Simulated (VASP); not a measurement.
Here is a VASP 6.6.1 calculation.

Contents of INCAR:

```
PREC = Accurate
ENCUT = 520
EDIFF = 1E-7
ISMEAR = 0
SIGMA = 0.1
LREAL = False
LASPH = True
NELM = 60
ALGO = Fast
ISIF = 2
LWAVE = False
LCHARG = False
GGA = PS
NBANDS = 15
```

KPOINTS

```
regular mesh
0
Gamma
  18 18 12
```

The input POSCAR:

```
Fe
1.0
    2.4779594897      0.0000000000      0.0000000000
   -1.2389797448      2.1459758676      0.0000000000
    0.0000000000      0.0000000000      3.9125874613
Fe
2
Direct
    0.3333333333      0.6666666667      0.2500000000
    0.6666666667      0.3333333333      0.7500000000
```

Potentials or basis: VASP PAW PBE potentials, release 64 (Fe).

Launch:

```bash
$ cat potpaw_PBE.64/Fe/POTCAR > POTCAR
$ mpirun -np 1 vasp_std > vasp.out
```

Question: Predict the band gap on the k mesh.

Answer: Zero (band 8 reaches 7.39 eV, above the bottom of band 9 at 5.52 eV).

Question: What does it give for the pressure?

Answer: -16.8 GPa.

Stress tensor (GPa, compression positive):
```
-16.80   0.00   0.00
  0.00 -16.80   0.00
  0.00   0.00 -16.92
```

Caveat: the PAW data sets were made with another functional, which shifts forces and pressure a little; the run has no spin polarisation, though such a crystal can be magnetic. Spin polarisation is off, so any magnetic state and its effect on volume and gap are missing.
